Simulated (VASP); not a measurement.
The system is Si.

```
CELL_PARAMETERS angstrom
-3.33608 3.33608 3.33608
3.33608 -3.33608 3.33608
3.33608 3.33608 -3.33608
ATOMIC_POSITIONS crystal
Si 0.75000 0.25000 0.50000
Si 0.75000 0.50000 0.25000
Si 0.50000 0.25000 0.75000
Si 0.25000 0.50000 0.75000
Si 0.25000 0.75000 0.50000
Si 0.50000 0.75000 0.25000
```

Base run:

```yaml
Program: VASP 6.6.1
Functional: r2SCAN
Potentials_or_basis: VASP PAW PBE potentials, release 64 (Si)
Cutoff: 520 eV
k_mesh: 5 × 5 × 5
Occupations: fermi-dirac, width 0.1 eV
Spin: no spin polarisation
```

Its results: band gap on the k mesh 0.48 eV, direct; pressure 0.7 GPa.

Q: The run is repeated on the same cell with these changes: functional from r2SCAN to LDA; potentials or basis from VASP PAW PBE potentials, release 64 (Si) to VASP PAW LDA potentials, release 64 (Si). What comes out?

A: Band gap on the k mesh 0.23 eV, direct; pressure -0.7 GPa.

Caveats: the PAW data sets were made with another functional, which shifts forces and pressure a little (some runs).

A k mesh can miss the band edges.
